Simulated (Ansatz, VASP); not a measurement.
One calculation of Mo3H, two programs

```xyz
8
Lattice="4.4001 0.0000 0.0000 -2.2001 3.8106 0.0000 0.0000 0.0000 22.2006" Properties=species:S:1:pos:R:3 pbc="T T T"
Mo    2.2001    1.2702    4.0000
Mo    0.0000    2.5404    4.8982
Mo    0.0000    0.0000    5.7963
Mo    2.2001    1.2702    6.6238
Mo    0.0000    2.5404    7.4258
Mo    0.0000    0.0000    8.2006
H    -0.3250    0.0000    9.6106
H     0.3250    0.0000    9.6106
```

Alike in both runs: task single point; functional LDA; k mesh 6 × 6 × 1; occupations gaussian, width 0.1 eV; no spin polarisation.

|  | VASP | Ansatz |
| --- | --- | --- |
| version | VASP 6.6.1 | Ansatz 0.2.0 |
| potentials or method | VASP PAW LDA potentials, release 64 (Mo_sv, H), cutoff 400 eV | scalar-relativistic, plane waves, PAW |
| valence electrons in the cell | 86 | 86 |

|  | VASP | Ansatz | Ansatz less VASP |
| --- | --- | --- | --- |
| rms of the force components (eV/Å) | 4.270 | 4.259 | -0.0113 |

Ansatz warns that its potentials were made for another functional, while VASP's fit it. LDA's correlation is that of Perdew and Zunger in VASP and of Perdew and Wang (1992) in Ansatz. Atom by atom the forces differ by 0.033 eV/Å (rms over components). Ansatz's warnings: vacuum below fermi.
